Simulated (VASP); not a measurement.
MgGe2, 3 atoms in the cell. It takes space group Cmmm (No. 65, orthorhombic). Conventional cell: a = 5.850 Å, b = 6.122 Å, c = 4.096 Å, α = 90.00°, β = 90.00°, γ = 90.00°. Within 2.7 Å of Mg (site symmetry mmm) lie 2 Ge at 2.05 Å. Within 2.7 Å of Ge (site symmetry mmm) lie 2 Mg at 2.05 Å. Ge (site symmetry mmm) has 4 Ge at 2.93 to 3.06 Å and 8 Mg at 3.57 to 3.68 Å within 3.9 Å. 

| Item | Value |
| --- | --- |
| Program | VASP 6.6.1 |
| Task | single point |
| Functional | HSE06 |
| Potentials or basis | VASP PAW PBE potentials, release 64 (Mg, Ge_d) |
| Cutoff | 520 eV |
| k mesh | 3 × 3 × 4 |
| Occupations | fermi-dirac, width 0.05 eV |
| Spin | no spin polarisation |
| Dipole correction | no |
| Grid for exact exchange (PRECFOCK) | Normal |
| Further INCAR settings | ALGO = Normal; EDIFF = 1e-07; NBANDS = 22 |
| Share of exact exchange | 0.25 |
| Screening parameter | 0.2079 1/Å |

Potentials or basis: VASP PAW PBE potentials, release 64 (Mg, Ge_d).

The run is started by

```bash
$ cat potpaw_PBE.64/Mg/POTCAR potpaw_PBE.64/Ge_d/POTCAR > POTCAR
$ cp INCAR.step1 INCAR
$ mpirun -np 1 vasp_std > vasp.out
$ cp INCAR.step2 INCAR
$ mpirun -np 1 vasp_std > vasp.out
```

Hardware: 1 thread of Intel(R) Xeon(R) Platinum 8259CL CPU @ 2.50GHz (Skylake/Cascade Lake), on a shared host.

**Question.** Estimate the wall time of this run.

**Answer.** It took 17 min on 1 thread of Intel(R) Xeon(R) Platinum 8259CL CPU @ 2.50GHz (Skylake/Cascade Lake) (shared host), peak memory 0.3 GiB. Counts: k points 12.
